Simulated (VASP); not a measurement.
# TiW3C4 (P4/mmm) in VASP: single point with PBE

Aim: the single point of TiW3C4 with PBE.

Program: VASP 6.6.1. These are calculated values, not measurements. Logs are shortened: lines on timing, memory, paths and dates and some standing lists are left out, and cuts for length are marked.

### Step 1. The cell of the first run

It takes space group P4/mmm (No. 123, tetragonal). The conventional cell has a = 3.090 Å, b = 3.090 Å, c = 8.695 Å, α = 90.00°, β = 90.00°, γ = 90.00°. Ti (site symmetry 4/mmm) has 6 C at 2.15 to 2.19 Å within 2.8 Å. Within 2.8 Å of W (site symmetry 4mm) lie 6 C at 2.11 to 2.24 Å. Within 2.9 Å of W (site symmetry 4/mmm) lie 6 C at 2.19 to 2.20 Å. C (site symmetry 4/mmm) has 6 W at 2.19 to 2.24 Å within 2.9 Å. Within 2.8 Å of C (site symmetry 4mm) lie 1 Ti at 2.15 Å and 5 W at 2.19 to 2.20 Å. C (site symmetry 4/mmm) has 2 W at 2.11 Å and 4 Ti at 2.19 Å within 2.8 Å.

### Step 2. Single point, PBE

The input, INCAR:

```
PREC     = Accurate       # precision mode
ENCUT    = 520            # plane-wave cutoff, eV
EDIFF    = 1E-6           # SCF threshold, eV
ISMEAR   = 0              # smearing method
SIGMA    = 0.1            # smearing width, eV
LREAL    = F              # projectors in reciprocal space
LASPH    = T              # aspherical terms in the spheres
NELM     = 100            # most SCF steps
ALGO     = Normal         # electronic algorithm
ISIF     = 2              # what is computed and relaxed
LWAVE    = F              # write WAVECAR
LCHARG   = F              # write CHGCAR
GGA      = PE             # functional
NBANDS   = 45             # bands
```

The input, KPOINTS:

```
Automatic mesh
0
Gamma
  12 12 6
```

The input, POSCAR:

```
TiW3C4
1.0
    3.0901241619      0.0000000000      0.0000000000
    0.0000000000      3.0901241619      0.0000000000
    0.0000000000      0.0000000000      8.6947673129
Ti W C
1 3 4
Direct
    0.5000000000      0.5000000000      0.5000000000
    0.0000000000      0.0000000000      0.7428948820
    0.5000000000      0.5000000000      0.0000000000
    0.0000000000      0.0000000000      0.2571051180
    0.0000000000      0.0000000000      0.0000000000
    0.5000000000      0.5000000000      0.2524781908
    0.0000000000      0.0000000000      0.5000000000
    0.5000000000      0.5000000000      0.7475218092
```

Potentials or basis: VASP PAW PBE potentials, release 64 (Ti_sv, W_sv, C).

Launch:

```bash
$ cat potpaw_PBE.64/Ti_sv/POTCAR potpaw_PBE.64/W_sv/POTCAR potpaw_PBE.64/C/POTCAR > POTCAR
$ mpirun -np 1 vasp_std > vasp.out
```

OUTCAR:

```text
PREC = Accurate
   ENCUT = 520
   EDIFF = 1E-6
   ISMEAR = 0
   LREAL = F
   LASPH = T
   NELM = 100
   ISIF = 2
   GGA = PE

 ion  position               nearest neighbor table
   1  0.500  0.500  0.500-   6 2.15   8 2.15   7 2.19   7 2.19   7 2.19   7 2.19   4 3.04   4 3.04
                             2 3.04   4 3.04   2 3.04   2 3.04   4 3.04   2 3.04
   2  0.000  0.000  0.743-   7 2.11   8 2.19   8 2.19   8 2.19   8 2.19   5 2.24   1 3.04   1 3.04
                             1 3.04   1 3.04   3 3.13   3 3.13   3 3.13   3 3.13
   3  0.500  0.500  0.000-   5 2.19   5 2.19   5 2.19   5 2.19   8 2.20   6 2.20   4 3.13   4 3.13
                             2 3.13   4 3.13   2 3.13   2 3.13   4 3.13   2 3.13
   4  0.000  0.000  0.257-   7 2.11   6 2.19   6 2.19   6 2.19   6 2.19   5 2.24   1 3.04   1 3.04
                             1 3.04   1 3.04   3 3.13   3 3.13   3 3.13   3 3.13
   5  0.000  0.000  0.000-   3 2.19   3 2.19   3 2.19   3 2.19   4 2.24   2 2.24
   6  0.500  0.500  0.252-   1 2.15   4 2.19   4 2.19   4 2.19   4 2.19   3 2.20
   7  0.000  0.000  0.500-   2 2.11   4 2.11   1 2.19   1 2.19   1 2.19   1 2.19
   8  0.500  0.500  0.748-   1 2.15   2 2.19   2 2.19   2 2.19   2 2.19   3 2.20

  LATTYP: Found a simple tetragonal cell.
 ALAT       =     3.0901241619
 C/A-ratio  =     2.8137274936

  Lattice vectors:

 A1 = (   3.0901241619,   0.0000000000,   0.0000000000)
 A2 = (   0.0000000000,   3.0901241619,   0.0000000000)
 A3 = (   0.0000000000,   0.0000000000,   8.6947673129)

Analysis of symmetry for initial positions (statically):
=====================================================================
 Subroutine PRICEL returns:
 Original cell was already a primitive cell.

 Routine SETGRP: Setting up the symmetry group for a
 simple tetragonal supercell.

 Subroutine GETGRP returns: Found 16 space group operations
 (whereof 16 operations were pure point group operations)
 out of a pool of 16 trial point group operations.

The static configuration has the point symmetry D_4h.

Analysis of symmetry for dynamics (positions and initial velocities):
=====================================================================
 Subroutine PRICEL returns:
 Original cell was already a primitive cell.

 Routine SETGRP: Setting up the symmetry group for a
 simple tetragonal supercell.

 Subroutine GETGRP returns: Found 16 space group operations
 (whereof 16 operations were pure point group operations)
 out of a pool of 16 trial point group operations.

The dynamic configuration has the point symmetry D_4h.

 Subroutine INISYM returns: Found 16 space group operations
 (whereof 16 operations are pure point group operations),
 and found     1 'primitive' translations

----------------------------------------------------------------------------------------

                                     Primitive cell

  volume of cell :      83.0252

  direct lattice vectors                    reciprocal lattice vectors
     3.090124162  0.000000000  0.000000000     0.323611592  0.000000000  0.000000000
     0.000000000  3.090124162  0.000000000     0.000000000  0.323611592  0.000000000
     0.000000000  0.000000000  8.694767313     0.000000000  0.000000000  0.115011703

  length of vectors
     3.090124162  3.090124162  8.694767313     0.323611592  0.323611592  0.115011703

  position of ions in fractional coordinates (direct lattice)
     0.500000000  0.500000000  0.500000000
     0.000000000  0.000000000  0.742894882
     0.500000000  0.500000000  0.000000000
     0.000000000  0.000000000  0.257105118
     0.000000000  0.000000000  0.000000000
     0.500000000  0.500000000  0.252478191
     0.000000000  0.000000000  0.500000000
     0.500000000  0.500000000  0.747521809

  ion indices of the primitive-cell ions
   primitive index   ion index
                 1           1
                 2           2
                 3           3
                 4           4
                 5           5
                 6           6
                 7           7
                 8           8

----------------------------------------------------------------------------------------

 KPOINTS: Automatic mesh

Automatic generation of k-mesh.
 Grid dimensions read from file:
 generate k-points for:   12   12    6

 Generating k-lattice:

  Cartesian coordinates                     Fractional coordinates (reciprocal lattice)
     0.026967633  0.000000000  0.000000000     0.083333333  0.000000000  0.000000000
     0.000000000  0.026967633  0.000000000     0.000000000  0.083333333  0.000000000
     0.000000000  0.000000000  0.019168617     0.000000000  0.000000000  0.166666667

  Length of vectors
     0.026967633  0.026967633  0.019168617

  Shift w.r.t. Gamma in fractional coordinates (k-lattice)
     0.000000000  0.000000000  0.000000000

 Subroutine IBZKPT returns following result:
 ===========================================

 Found    112 irreducible k-points:

 Following reciprocal coordinates:
            Coordinates               Weight
  0.000000  0.000000  0.000000      1.000000
  0.083333  0.000000  0.000000      4.000000
  0.166667  0.000000  0.000000      4.000000
  0.250000  0.000000  0.000000      4.000000
  0.333333  0.000000  0.000000      4.000000
  0.416667  0.000000  0.000000      4.000000
[... 16 lines left out ...]
  0.333333  0.333333  0.000000      4.000000
  0.416667  0.333333  0.000000      8.000000
 [... further k-points ...]
   k-points           NKPTS =    112   k-points in BZ     NKDIM =    112   number of bands    NBANDS=     45
   number of dos      NEDOS =    301   number of ions     NIONS =      8
   total plane-waves  NPLWV =  40320
   dimension x,y,z NGX =    24 NGY =   24 NGZ =   70
   dimension x,y,z NGXF=    48 NGYF=   48 NGZF=  140
   ions per type =               1   3   4
   NGX,Y,Z   is equivalent  to a cutoff of  12.91, 12.91, 13.38 a.u.
   NGXF,Y,Z  is equivalent  to a cutoff of  25.82, 25.82, 26.77 a.u.
 SYSTEM =  unknown system
   PREC   = accura    normal or accurate (medium, high low for compatibility)
   ISTART =      0    job   : 0-new  1-cont  2-samecut
   ICHARG =      2    charge: 1-file 2-atom 10-const
   ISPIN  =      1    spin polarized calculation?
   LNONCOLLINEAR =      F non collinear calculations
   LSORBIT =      F    spin-orbit coupling
   LASPH  =      T    aspherical Exc in radial PAW
   ENCUT  =  520.0 eV  38.22 Ry    6.18 a.u.   5.75  5.75 16.17*2*pi/ulx,y,z
   NELM   =    100;   NELMIN=  2; NELMDL= -5     # of ELM steps
   EDIFF  = 0.1E-05   stopping-criterion for ELM
   LREAL  =      F    real-space projection
   EDIFFG = 0.1E-04   stopping-criterion for IOM
   NSW    =      0    number of steps for IOM
   IBRION =     -1    ionic relax: 0-MD 1-quasi-New 2-CG
   NFREE  =      0    steps in history (QN), initial steepest desc. (CG)
   ISIF   =      2    stress and relaxation
   ISYM   =      2    0-nonsym 1-usesym 2-fastsym
   POTIM  = 0.5000    time-step for ionic-motion
   TEBEG  =    0.0;   TEEND  =   0.0 temperature during run
   PSTRESS=    0.0 pullay stress
   NELECT =      70.0000    total number of electrons
   NUPDOWN=      -1.0000    fix difference up-down
   EMIN   =  10.00;   EMAX   =-10.00  energy-range for DOS
   EFERMI =   0.00;   METHOD = LEGACY
   ISMEAR =     0;   SIGMA  =   0.10  broadening in eV -4-tet -1-fermi 0-gaus
   EFERMI_NEDOS =   21; number of points for ismear=-14 and -15
   IALGO  =     38    algorithm
   IMIX   =      4    mixing-type and parameters
     AMIX     =   0.40;   BMIX     =  1.00
     AMIX_MAG =   1.60;   BMIX_MAG =  1.00
  volume/ion in A,a.u.               =      10.38        70.04
  Fermi-wavevector in a.u.,A,eV,Ry     =   1.546575  2.922602 32.543684  2.391893
  Thomas-Fermi vector in A             =   2.651791
   LORBIT       =      0    0 simple, 1 ext, 2 COOP (PROOUT), +10 PAW based schemes
   GGA     = PE    functional components
   LHFCALC =     F    Hartree Fock is set to
   AEXX    =    0.0000 exact exchange contribution
   IVDW    =     0    specifies the selected vdW correction
   LEPSILON=     F    determine dielectric tensor
   LRPA    =     F    only Hartree local field effects (RPA)
 non-spin polarized calculation
 Gauss-broadening in eV      SIGMA  =   0.10
  energy-cutoff  :      520.00
  volume of cell :       83.03
 maximum number of plane-waves:      2268
 NGX is ok and might be reduce to    24
   NGX = 11   NGY = 11   NGZ = 33

 number of electron      70.0000014 magnetization

 Free energy of the ion-electron system (eV)
  ---------------------------------------------------
  ext. energy  EPLUGINS =         0.00000000
  ---------------------------------------------------
  free energy    TOTEN  =       -84.04225398 eV

  energy without entropy =      -84.02140519  energy(sigma->0) =      -84.03182958

 E-fermi :  11.9242     XC(G=0): -13.5063

 val. band max:       11.9087431749   @ k =   0.3333   0.3333   0.3333
 cond. band min:      11.9262557934   @ k =   0.3333   0.1667   0.1667
 fundamental gap:      0.0175126185
 Fermi energy:        11.9242476341

 k-point     1 :       0.0000    0.0000    0.0000
  band No.  band energies     occupation
      1     -63.4373      2.00000
      2     -63.4027      2.00000
      3     -63.3957      2.00000
      4     -45.4464      2.00000
      5     -27.8610      2.00000
      6     -27.6561      2.00000
[... 37 lines left out ...]
     44      13.9835      0.00000
     45      13.9835      0.00000

 k-point     2 :       0.0833    0.0000    0.0000
  band No.  band energies     occupation
      1     -63.4360      2.00000
      2     -63.4018      2.00000
      3     -63.3952      2.00000
      4     -45.4449      2.00000
      5     -27.8564      2.00000
      6     -27.6774      2.00000
[... 37 lines left out ...]
     44      13.9256      0.00000
     45      14.1599      0.00000

 k-point     3 :       0.1667    0.0000    0.0000
  band No.  band energies     occupation
      1     -63.4326      2.00000
      2     -63.3994      2.00000
      3     -63.3940      2.00000
      4     -45.4408      2.00000
      5     -27.8467      2.00000
      6     -27.7332      2.00000
[... 37 lines left out ...]
     44      14.3205      0.00000
     45      14.6096      0.00000

 k-point     4 :       0.2500    0.0000    0.0000
  band No.  band energies     occupation
      1     -63.4277      2.00000
      2     -63.3962      2.00000
      3     -63.3924      2.00000
      4     -45.4352      2.00000
      5     -27.8497      2.00000
      6     -27.8070      2.00000
[... 901 lines left out ...]
     44      14.6722      0.00000
     45      15.0221      0.00000

 k-point    23 :       0.3333    0.3333    0.0000
  band No.  band energies     occupation
      1     -63.4115      2.00000
      2     -63.3833      2.00000
      3     -63.3828      2.00000
      4     -45.4129      2.00000
      5     -27.8380      2.00000
      6     -27.8367      2.00000
[... 37 lines left out ...]
     44      14.7071      0.00000
     45      14.8289      0.00000

 k-point    24 :       0.4167    0.3333    0.0000
  band No.  band energies     occupation
      1     -63.4088      2.00000
      2     -63.3810      2.00000
      3     -63.3809      2.00000
      4     -45.4088      2.00000
      5     -27.8822      2.00000
      6     -27.8591      2.00000
[... 37 lines left out ...]
     44      14.6848      0.00000
     45      14.7296      0.00000

 [... further k-points ...]

------------------------ aborting loop because EDIFF is reached ----------------------------------------

  FORCE on cell =-STRESS in cart. coord.  units (eV):
  Direction    XX          YY          ZZ          XY          YZ          ZX
  --------------------------------------------------------------------------------------
  -------------------------------------------------------------------------------------
  Total        0.3740686      0.3740686      0.3728463      0.0000000     -0.0000000      0.0000000
  in kB        7.2185838      7.2185838      7.1949969      0.0000000     -0.0000000      0.0000000
  external PRESSURE =       7.2107215 kB  Pullay stress =       0.0000000 kB

 VOLUME and BASIS-vectors are now :
 -----------------------------------------------------------------------------
  energy-cutoff  :      520.00
  volume of cell :       83.03
      direct lattice vectors                 reciprocal lattice vectors
     3.090124162  0.000000000  0.000000000     0.323611592  0.000000000  0.000000000
     0.000000000  3.090124162  0.000000000     0.000000000  0.323611592  0.000000000
     0.000000000  0.000000000  8.694767313     0.000000000  0.000000000  0.115011703

 POSITION                                       TOTAL-FORCE (eV/Angst)
 -----------------------------------------------------------------------------------
      1.54506      1.54506      4.34738         0.000000      0.000000      0.000000
      0.00000      0.00000      6.45930         0.000000      0.000000     -0.013305
      1.54506      1.54506      0.00000         0.000000      0.000000      0.000000
      0.00000      0.00000      2.23547         0.000000      0.000000      0.013305
      0.00000      0.00000      0.00000         0.000000      0.000000      0.000000
      1.54506      1.54506      2.19524        -0.000000     -0.000000      0.008681
      0.00000      0.00000      4.34738         0.000000      0.000000      0.000000
      1.54506      1.54506      6.49953         0.000000     -0.000000     -0.008681
 -----------------------------------------------------------------------------------
    total drift:                                0.000000     -0.000000     -0.000000

  FREE ENERGIE OF THE ION-ELECTRON SYSTEM (eV)
  ---------------------------------------------------
  free  energy   TOTEN  =       -84.0422539781 eV

  energy  without entropy=      -84.0214051862  energy(sigma->0) =      -84.03182958
```

Run time: 5.7 min. Hardware: 1 thread of Intel Xeon Platinum 8259CL at 2.50GHz (Skylake/Cascade Lake), shared host; peak memory 0.45 GiB.

What came out:

* Free energy: -84.0423 eV
* Pressure: 0.7 GPa
* Largest force: 0.013 eV/Å
* Band gap on the k mesh: zero (bands 35 and 36 overlap by 2.94 eV)

Forces on the atoms (eV/Å):
```
Ti   0.000  0.000  0.000
W    0.000  0.000 -0.013
W    0.000  0.000  0.000
W    0.000  0.000  0.013
C    0.000  0.000  0.000
C    0.000  0.000  0.009
C    0.000  0.000  0.000
C    0.000  0.000 -0.009
```

Levels at points of the mesh, in eV from the Fermi level:
| k point | band 33 | band 34 | band 35 | band 36 | band 37 | band 38 |
| --- | --- | --- | --- | --- | --- | --- |
| (0.00, 0.00, 0.00) | -1.78 | -1.78 | -1.08 | -0.64 | -0.64 | -0.61 |
| (0.50, 0.00, 0.00) | -0.20 | 0.13 | 1.33 | 1.33 | 1.40 | 1.58 |
| (0.50, 0.50, 0.00) | -2.14 | -1.94 | 0.87 | 0.87 | 1.13 | 1.13 |
| (0.00, 0.00, 0.50) | -2.30 | -2.09 | -2.09 | -1.18 | -0.55 | -0.16 |
| (0.50, 0.00, 0.50) | 0.35 | 0.44 | 0.75 | 0.93 | 1.11 | 1.24 |
| (0.50, 0.50, 0.50) | -1.31 | -1.31 | -0.71 | -0.71 | 2.12 | 2.12 |

Caveat: spin-orbit coupling is left out, which moves the levels of the heavy elements.
